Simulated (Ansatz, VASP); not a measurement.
One calculation of GaN, two programs

```xyz
8
Lattice="-3.2185 0.0000 0.0000 0.0000 0.0000 -5.2434 0.0000 -5.5747 0.0000" Properties=species:S:1:pos:R:3 pbc="T T T"
Ga   -1.6093   -0.9889   -0.0432
Ga    0.0000   -3.6567    0.0026
Ga    0.0000   -1.9180   -2.6191
Ga   -1.6093   -4.5858   -2.6649
N    -1.6093   -0.9391   -3.1842
N     0.0000   -3.7063   -3.2041
N     0.0000   -1.8684   -0.5824
N    -1.6093   -4.6355   -0.5626
```

Change from the starting cell: mode 11 frozen in at -0.064 Å and mode 13 at +0.078 Å (largest displacements).

Alike in both runs: task single point; functional PBE; k mesh 8 × 6 × 6; occupations gaussian, width 0.05 eV; no spin polarisation.

|  | VASP | Ansatz |
| --- | --- | --- |
| version | VASP 6.6.1 | Ansatz 0.2.0 |
| potentials or method | VASP PAW PBE potentials, release 64 (Ga_d, N), cutoff 520 eV | scalar-relativistic, plane waves, PAW |
| valence electrons in the cell | 72 | 72 |

|  | VASP | Ansatz | Ansatz less VASP |
| --- | --- | --- | --- |
| gap on the k mesh at the Fermi level (eV) | 1.56 | 1.56 | 0.000 |
| least direct gap on the mesh (eV) | 1.56 | 1.56 | 0.000 |
| pressure (GPa) | 1.4 | 1.4 | -0.03 |
| traceless stress, the component that is largest in VASP (GPa) | -4.53 | -4.63 | -0.106 |
| rms of the force components (eV/Å) | 0.803 | 0.808 | +0.0048 |

Atom by atom the forces differ by 0.007 eV/Å (rms over components).
